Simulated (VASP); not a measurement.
## CoPtO2: single point with PBE

Crystal: CoPtO2.

```
Co Pt O
1.0
     1.41000    0.81406    5.93600
    -1.41000    0.81406    5.93600
     0.00000   -1.62813    5.93600
Co Pt O
1 1 2
Cartesian
  0.0000 0.0000 8.9040
  0.0000 0.0000 0.0000
  0.0000 0.0000 15.8092
  0.0000 0.0000 1.9988
```

```json
{"Program": "VASP 6.6.1", "Task": "single point", "Functional": "PBE", "Potentials or basis": "VASP PAW PBE potentials, release 64 (Co, Pt, O)", "Cutoff": "520 eV", "k mesh": "14 × 14 × 14", "Occupations": "gaussian, width 0.03 eV", "Spin": "no spin polarisation", "Dipole correction": "no", "Further INCAR settings": "ALGO = Normal; EDIFF = 1e-06; NBANDS = 24"}
```

The pressure is 7.4 GPa and the largest force is 0.098 eV/Å.

Forces in eV/Å, atoms in the order of the input:
```
Co   0.000  0.000  0.000
Pt   0.000  0.000  0.000
O    0.000  0.000  0.098
O    0.000  0.000 -0.098
```

Stress tensor (GPa, compression positive):
```
7.29 0.00 0.00
0.00 7.29 0.00
0.00 0.00 7.69
```

Levels at points of the mesh, in eV from the Fermi level:
```csv
k point,band 12,band 13,band 14,band 15,band 16,band 17,band 18,band 19,band 20,band 21
"(0.00, 0.00, 0.00)",-2.12,-2.12,-1.80,-1.80,-1.70,1.71,1.71,2.61,5.37,8.88
"(0.50, 0.00, 0.00)",-1.64,-1.41,-1.17,-0.16,0.89,1.12,1.17,2.29,6.95,9.85
"(0.50, 0.50, 0.00)",-2.04,-1.40,-1.20,-0.16,0.01,1.60,2.06,2.29,7.61,8.88
"(0.50, 0.50, 0.50)",-2.03,-2.03,-1.05,-0.94,-0.94,1.28,1.28,3.80,4.36,8.61
```

It took 30 min on 1 thread of AMD EPYC 7R13 (shared host), peak memory 0.52 GiB.

Caveat: spin-orbit coupling is left out, which moves the levels of the heavy elements; an odd number of electrons without spin polarisation forces a metal; a magnetic or distorted state may lie lower; the run has no spin polarisation, though such a crystal can be magnetic; semilocal functionals often make such compounds metallic where correlation or magnetic order opens a gap, which also shifts bond lengths. With open d or f shells a metallic result of PBE can be an artefact of self-interaction; +U or a hybrid may open a gap.
